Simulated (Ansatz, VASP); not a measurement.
Two plane-wave programs on Pb

The input INCAR:

```
PREC     = Accurate       # precision mode
ENCUT    = 520            # plane-wave cutoff, eV
EDIFF    = 1E-8           # SCF threshold, eV
ISMEAR   = -1             # smearing method
SIGMA    = 0.08           # smearing width, eV
LREAL    = False          # projectors in reciprocal space
LASPH    = True           # aspherical terms in the spheres
NELM     = 80             # most SCF steps
ALGO     = Normal         # electronic algorithm
ISIF     = 2              # what is computed and relaxed
LWAVE    = False          # write WAVECAR
LCHARG   = False          # write CHGCAR
GGA      = PE             # functional
LEFG     = True         
NBANDS   = 21             # bands
```

KPOINTS

```
Automatic mesh
0
Gamma
  14 14 8
```

The input POSCAR:

```
Pb
1.0
    3.5334053558      0.0000000000      0.0000000000
   -1.7667026779      3.0600187999      0.0000000000
    0.0000000000      0.0000000000      5.4223000000
Pb
2
Direct
    0.3333333333      0.6666666667      0.2500000000
    0.6666666667      0.3333333333      0.7500000000
```

Input for Ansatz:

```yaml
crystal:
  lattice:
    - [3.5334053558, 0.0, 0.0]
    - [-1.7667026779, 3.0600187999, 0.0]
    - [0.0, 0.0, 5.4223]
  atoms:
    - { symbol: Pb, position: [0.3333333333, 0.6666666667, 0.25] }
    - { symbol: Pb, position: [0.6666666667, 0.3333333333, 0.75] }
kpoints:
  mp_grid: { grid: [14, 14, 8] }
scf:
  occupations: { method: fermi_dirac, width: 0.08 }
hamiltonian:
  xc: pbe
  pseudopotentials: { kind: paw }
output:
  forces: true
  stress: true
  eigenvalues: true
  efg: { contact_densities: true }
```

Change from the starting cell: z stretched by -3 % at fixed volume, PAW files.

Alike in both runs: task electric field gradients; functional PBE; k mesh 14 × 14 × 8; occupations fermi-dirac, width 0.08 eV; no spin polarisation.

|  | VASP | Ansatz |
| --- | --- | --- |
| version | VASP 6.6.1 | Ansatz 0.2.0 |
| potentials or method | VASP PAW PBE potentials, release 64 (Pb_d) | PAW with Ansatz's default frozen-core files, scalar-relativistic |
| plane-wave cutoff (eV) | 520 | 420 |
| valence electrons in the cell | 28 | 28 |

VASP gave:

| Property | Result |
| --- | --- |
| pressure (GPa) | 4.3 |
| traceless stress, the component that is largest in VASP (GPa) | 2.63 |
| size of Vzz on the site where it differs most (V/Å²) | 85.5 |

**Question.** Estimate Ansatz's values.

**Answer.** Pressure (GPa): 4.4; traceless stress, the component that is largest in VASP (GPa): 2.63; size of Vzz on the site where it differs most (V/Å²): 87.1.

Spin-orbit coupling is off throughout.
